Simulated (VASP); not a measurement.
# Sb (P6/mmm) in VASP: notebook

The runs below take Sb through relaxation of shape and atoms at fixed volume, with PBE.

Program: VASP 6.6.1. These are calculated values, not measurements. Logs are shortened: lines on timing, memory, paths and dates and some standing lists are left out, and cuts for length are marked.

## (1) The cell of the first run

Symmetry: P6/mmm, No. 191, hexagonal system. Conventional cell: a = 2.606 Å, b = 2.606 Å, c = 2.479 Å, α = 90.00°, β = 90.00°, γ = 120.00°. Within 3.3 Å of Sb (site symmetry 6/mmm) lie 8 Sb at 2.48 to 2.61 Å.

## (2) Relaxation of shape and atoms at fixed volume, PBE

INCAR reads:

```
ALGO     = Normal         # electronic algorithm
EDIFF    = 1E-6           # SCF threshold, eV
EDIFFG   = -0.005         # ionic threshold
ENCUT    = 600            # plane-wave cutoff, eV
GGA      = PE             # functional
IBRION   = 2              # ionic algorithm
ISIF     = 4              # what is computed and relaxed
ISMEAR   = -1             # smearing method
LASPH    = T              # aspherical terms in the spheres
LCHARG   = F              # write CHGCAR
LREAL    = F              # projectors in reciprocal space
LWAVE    = F              # write WAVECAR
NELM     = 100            # most SCF steps
NSW      = 50             # ionic steps
PREC     = Accurate       # precision mode
SIGMA    = 0.05           # smearing width, eV
```

KPOINTS reads:

```
k-points
0
Gamma
  13 13 12
```

POSCAR reads:

```
Sb
1.0
    2.6058346105      0.0000000000      0.0000000000
   -1.3029173052      2.2567189708      0.0000000000
    0.0000000000      0.0000000000      2.4792063940
Sb
1
Direct
    0.0000000000      0.0000000000      0.0000000000
```

Potentials or basis: VASP PAW PBE potentials, release 64 (Sb).

Launch:

```sh
cat potpaw_PBE.64/Sb/POTCAR > POTCAR
mpirun -np 1 vasp_std > vasp.out
```

OUTCAR:

```text
EDIFF = 1E-6
   EDIFFG = -0.005
   ENCUT = 600
   GGA = PE
   IBRION = 2
   ISIF = 4
   ISMEAR = -1
   LASPH = T
   LREAL = F
   NELM = 100
   NSW = 50
   PREC = Accurate

 ion  position               nearest neighbor table
   1  0.000  0.000  0.000-

  LATTYP: Found a hexagonal cell.
 ALAT       =     2.6058346105
 C/A-ratio  =     0.9514058889

  Lattice vectors:

 A1 = (   2.6058346105,   0.0000000000,   0.0000000000)
 A2 = (  -1.3029173052,   2.2567189708,   0.0000000000)
 A3 = (   0.0000000000,   0.0000000000,   2.4792063940)

Analysis of symmetry for initial positions (statically):
=====================================================================
 Subroutine PRICEL returns:
 Original cell was already a primitive cell.

 Routine SETGRP: Setting up the symmetry group for a
 hexagonal supercell.

 Subroutine GETGRP returns: Found 24 space group operations
 (whereof 24 operations were pure point group operations)
 out of a pool of 24 trial point group operations.

The static configuration has the point symmetry D_6h.

Analysis of symmetry for dynamics (positions and initial velocities):
=====================================================================
 Subroutine PRICEL returns:
 Original cell was already a primitive cell.

 Routine SETGRP: Setting up the symmetry group for a
 hexagonal supercell.

 Subroutine GETGRP returns: Found 24 space group operations
 (whereof 24 operations were pure point group operations)
 out of a pool of 24 trial point group operations.

The dynamic configuration has the point symmetry D_6h.

 Subroutine INISYM returns: Found 24 space group operations
 (whereof 24 operations are pure point group operations),
 and found     1 'primitive' translations

----------------------------------------------------------------------------------------

                                     Primitive cell

  volume of cell :      14.5793

  direct lattice vectors                    reciprocal lattice vectors
     2.605834611  0.000000000  0.000000000     0.383754209  0.221560596  0.000000000
    -1.302917305  2.256718971  0.000000000     0.000000000  0.443121192  0.000000000
     0.000000000  0.000000000  2.479206394     0.000000000  0.000000000  0.403354881

  length of vectors
     2.605834611  2.605834611  2.479206394     0.443121192  0.443121192  0.403354881

  position of ions in fractional coordinates (direct lattice)
     0.000000000  0.000000000  0.000000000

  ion indices of the primitive-cell ions
   primitive index   ion index
                 1           1

----------------------------------------------------------------------------------------

 KPOINTS: k-points

Automatic generation of k-mesh.
 Grid dimensions read from file:
 generate k-points for:   13   13   12

 Generating k-lattice:

  Cartesian coordinates                     Fractional coordinates (reciprocal lattice)
     0.029519555  0.017043123  0.000000000     0.076923077  0.000000000  0.000000000
     0.000000000  0.034086246  0.000000000     0.000000000  0.076923077  0.000000000
     0.000000000  0.000000000  0.033612907     0.000000000  0.000000000  0.083333333

  Length of vectors
     0.034086246  0.034086246  0.033612907

  Shift w.r.t. Gamma in fractional coordinates (k-lattice)
     0.000000000  0.000000000  0.000000000

 Subroutine IBZKPT returns following result:
 ===========================================

 Found    147 irreducible k-points:

 Following reciprocal coordinates:
            Coordinates               Weight
  0.000000  0.000000  0.000000      1.000000
  0.076923  0.000000  0.000000      6.000000
  0.153846  0.000000  0.000000      6.000000
  0.230769 -0.000000  0.000000      6.000000
  0.307692  0.000000  0.000000      6.000000
  0.384615  0.000000  0.000000      6.000000
[... 16 lines left out ...]
  0.076923  0.000000  0.083333     12.000000
  0.153846  0.000000  0.083333     12.000000
 [... further k-points ...]
   k-points           NKPTS =    147   k-points in BZ     NKDIM =    147   number of bands    NBANDS=      6
   number of dos      NEDOS =    301   number of ions     NIONS =      1
   total plane-waves  NPLWV =  11520
   dimension x,y,z NGX =    24 NGY =   24 NGZ =   20
   dimension x,y,z NGXF=    48 NGYF=   48 NGZF=   40
   ions per type =               1
   NGX,Y,Z   is equivalent  to a cutoff of  15.31, 15.31, 13.41 a.u.
   NGXF,Y,Z  is equivalent  to a cutoff of  30.62, 30.62, 26.82 a.u.
 SYSTEM =  unknown system
   PREC   = accura    normal or accurate (medium, high low for compatibility)
   ISTART =      0    job   : 0-new  1-cont  2-samecut
   ICHARG =      2    charge: 1-file 2-atom 10-const
   ISPIN  =      1    spin polarized calculation?
   LNONCOLLINEAR =      F non collinear calculations
   LSORBIT =      F    spin-orbit coupling
   LASPH  =      T    aspherical Exc in radial PAW
   ENCUT  =  600.0 eV  44.10 Ry    6.64 a.u.   5.20  5.20  4.95*2*pi/ulx,y,z
   NELM   =    100;   NELMIN=  2; NELMDL= -5     # of ELM steps
   EDIFF  = 0.1E-05   stopping-criterion for ELM
   LREAL  =      F    real-space projection
   EDIFFG = -.5E-02   stopping-criterion for IOM
   NSW    =     50    number of steps for IOM
   IBRION =      2    ionic relax: 0-MD 1-quasi-New 2-CG
   NFREE  =      1    steps in history (QN), initial steepest desc. (CG)
   ISIF   =      4    stress and relaxation
   ISYM   =      2    0-nonsym 1-usesym 2-fastsym
   POTIM  = 0.5000    time-step for ionic-motion
   TEBEG  =    0.0;   TEEND  =   0.0 temperature during run
   PSTRESS=    0.0 pullay stress
   NELECT =       5.0000    total number of electrons
   NUPDOWN=      -1.0000    fix difference up-down
   EMIN   =  10.00;   EMAX   =-10.00  energy-range for DOS
   EFERMI =   0.00;   METHOD = LEGACY
   ISMEAR =    -1;   SIGMA  =   0.05  broadening in eV -4-tet -1-fermi 0-gaus
   EFERMI_NEDOS =   21; number of points for ismear=-14 and -15
   IALGO  =     38    algorithm
   IMIX   =      4    mixing-type and parameters
     AMIX     =   0.40;   BMIX     =  1.00
     AMIX_MAG =   1.60;   BMIX_MAG =  1.00
  volume/ion in A,a.u.               =      14.58        98.39
  Fermi-wavevector in a.u.,A,eV,Ry     =   1.145915  2.165466 17.866106  1.313122
  Thomas-Fermi vector in A             =   2.282602
   LORBIT       =      0    0 simple, 1 ext, 2 COOP (PROOUT), +10 PAW based schemes
   GGA     = PE    functional components
   LHFCALC =     F    Hartree Fock is set to
   AEXX    =    0.0000 exact exchange contribution
   IVDW    =     0    specifies the selected vdW correction
   LEPSILON=     F    determine dielectric tensor
   LRPA    =     F    only Hartree local field effects (RPA)
 conjugate gradient relaxation of ions
 non-spin polarized calculation
  energy-cutoff  :      600.00
  volume of cell :       14.58
 maximum number of plane-waves:       498
 NGX is ok and might be reduce to    24
   NGX = 11   NGY = 11   NGZ =  9

--------------------------------------- Ionic step        1  -------------------------------------------

 number of electron       5.0000000 magnetization

 Free energy of the ion-electron system (eV)
  ---------------------------------------------------
  ext. energy  EPLUGINS =         0.00000000
  ---------------------------------------------------
  free energy    TOTEN  =         0.61225343 eV

  energy without entropy =        0.61501509  energy(sigma->0) =        0.61363426

------------------------ aborting loop because EDIFF is reached ----------------------------------------

  FORCE on cell =-STRESS in cart. coord.  units (eV):
  Direction    XX          YY          ZZ          XY          YZ          ZX
  --------------------------------------------------------------------------------------
  -------------------------------------------------------------------------------------
  Total       17.7023443     17.7023443     17.3770771      0.0000000     -0.0000000      0.0000000
  in kB     1945.3795880   1945.3795881   1909.6347087      0.0000000     -0.0000000      0.0000000
  external PRESSURE =    1933.4646283 kB  Pullay stress =       0.0000000 kB
[... 55 lines left out ...]
  energy  without entropy=        0.6221672379  energy(sigma->0) =        0.62010856

--------------------------------------- Ionic step        3  -------------------------------------------

 number of electron       5.0000000 magnetization

 Free energy of the ion-electron system (eV)
  ---------------------------------------------------
  ext. energy  EPLUGINS =         0.00000000
  ---------------------------------------------------
  free energy    TOTEN  =         0.61198001 eV

  energy without entropy =        0.61493812  energy(sigma->0) =        0.61345907

 E-fermi :  19.8249     XC(G=0): -13.0693

 val. band max:       19.7785969852   @ k =   0.2308   0.2308   0.4167
 cond. band min:      19.8535397372   @ k =   0.2308   0.2308   0.4167
 fundamental gap:      0.0749427521
 Fermi energy:        19.8249026516

 k-point     1 :       0.0000    0.0000    0.0000
  band No.  band energies     occupation
      1      -0.5624      2.00000
      2      24.1330      0.00000
      3      28.0186      0.00000
      4      28.6193      0.00000
      5      28.6193      0.00000
      6      28.7085      0.00000

 k-point     2 :       0.0769    0.0000    0.0000
  band No.  band energies     occupation
      1      -0.3691      2.00000
      2      24.3716      0.00000
      3      26.1987      0.00000
      4      27.6371      0.00000
      5      27.9452      0.00000
      6      28.8315      0.00000
[... 190 lines left out ...]
 k-point    24 :       0.1538    0.0000    0.0833
  band No.  band energies     occupation
      1       0.3986      2.00000
      2      22.4114      0.00000
      3      23.2936      0.00000
      4      26.2049      0.00000
      5      27.8723      0.00000
      6      30.8141      0.00000

 [... further k-points ...]
[... 5 lines left out ...]
  --------------------------------------------------------------------------------------
  -------------------------------------------------------------------------------------
  Total       17.5871083     17.5871083     17.5893772      0.0000000     -0.0000000     -0.0000000
  in kB     1932.7158524   1932.7158525   1932.9651961      0.0000001     -0.0000000     -0.0000000
  external PRESSURE =    1932.7989670 kB  Pullay stress =       0.0000000 kB
[... 16 lines left out ...]
  FREE ENERGIE OF THE ION-ELECTRON SYSTEM (eV)
  ---------------------------------------------------
  free  energy   TOTEN  =         0.6119800121 eV

  energy  without entropy=        0.6149381222  energy(sigma->0) =        0.61345907

 reached required accuracy - stopping structural energy minimisation
```

Wall time 9 s (1 thread of Intel Xeon 6975P-C (Granite Rapids), shared host); peak memory 0.14 GiB.

What came out:

| Quantity | Value |
| --- | --- |
| Free energy | 0.6120 eV |
| Energy gained by relaxing | 0.3 meV/atom |
| Ionic steps | 3 |
| Pressure after relaxing | 193.3 GPa |

The path:
| step | energy change (eV) | largest force (eV/Å) | pressure (GPa) | volume (Å³) |
| --- | --- | --- | --- | --- |
| 1 | 0.0000 | 0.0000 | 193.35 | 14.58 |
| 2 | 0.0058 | 0.0000 | 193.10 | 14.58 |
| 3 | -0.0003 | 0.0000 | 193.28 | 14.58 |

Final structure:
```
CELL_PARAMETERS angstrom
2.60809 0.00000 0.00000
-1.30404 2.25867 0.00000
0.00000 0.00000 2.47493
ATOMIC_POSITIONS crystal
Sb 0.00000 0.00000 0.00000
```

Levels at points of the mesh, in eV from the Fermi level:
```tsv
k point	band 1	band 2	band 3	band 4	band 5	band 6
(0.00, 0.00, 0.00)	-20.39	4.31	8.19	8.79	8.79	8.88
(0.00, 0.00, 0.50)	-14.39	-12.27	11.85	12.98	14.64	14.64
```

Caveat: spin-orbit coupling is left out, which moves the levels of the heavy elements.

## (3) Relaxation of shape and atoms at fixed volume, PBE

This run uses another cell than the first one, of 17.50 Å³/atom, 1.200 times its volume.

INCAR reads:

```
SYSTEM = Sb
  PREC = Accurate
  ENCUT = 600
  EDIFF = 1E-6
  ISMEAR = -1
  SIGMA = 0.05
  LREAL = .FALSE.
  LASPH = .TRUE.
  NELM = 60
  ALGO = Normal
  ISIF = 4
  LWAVE = .FALSE.
  LCHARG = .FALSE.
  GGA = PE
  IBRION = 2
  NSW = 50
  EDIFFG = -0.005
```

KPOINTS reads:

```
regular mesh
0
G
  13 13 12
  0 0 0
```

POSCAR reads:

```
Sb
1.0
    2.7691124788      0.0000000000      0.0000000000
   -1.3845562394      2.3981217526      0.0000000000
    0.0000000000      0.0000000000      2.6345499194
Sb
1
Direct
    0.0000000000      0.0000000000      0.0000000000
```

Potentials or basis: VASP PAW PBE potentials, release 64 (Sb).

Launch:

```sh
cat potpaw_PBE.64/Sb/POTCAR > POTCAR
mpirun -np 1 vasp_std > vasp.out
```

Run time: 12 s. Hardware: 1 thread of Intel Xeon 6975P-C (Granite Rapids), shared host; peak memory 0.15 GiB.

The run converged. Its results:

- Free energy: -1.8861 eV
- Energy gained by relaxing: 0.1 meV/atom
- Ionic steps: 3
- Pressure after relaxing: 93.7 GPa

Final structure:
```
Sb
1.0
     2.77047    0.00000    0.00000
    -1.38524    2.39930    0.00000
     0.00000    0.00000    2.63196
Sb
1
Cartesian
  0.0000 0.0000 2.6320
```

Levels at points of the mesh, in eV from the Fermi level:
| k point | band 1 | band 2 | band 3 | band 4 | band 5 | band 6 |
| --- | --- | --- | --- | --- | --- | --- |
| (0.00, 0.00, 0.00) | -17.70 | 4.13 | 7.64 | 7.64 | 7.74 | 9.77 |
| (0.00, 0.00, 0.50) | -12.96 | -10.08 | 12.43 | 12.79 | 12.79 | 12.86 |

Caveat: spin-orbit coupling is left out, which moves the levels of the heavy elements.

(Part 1 of 2 ends here.)
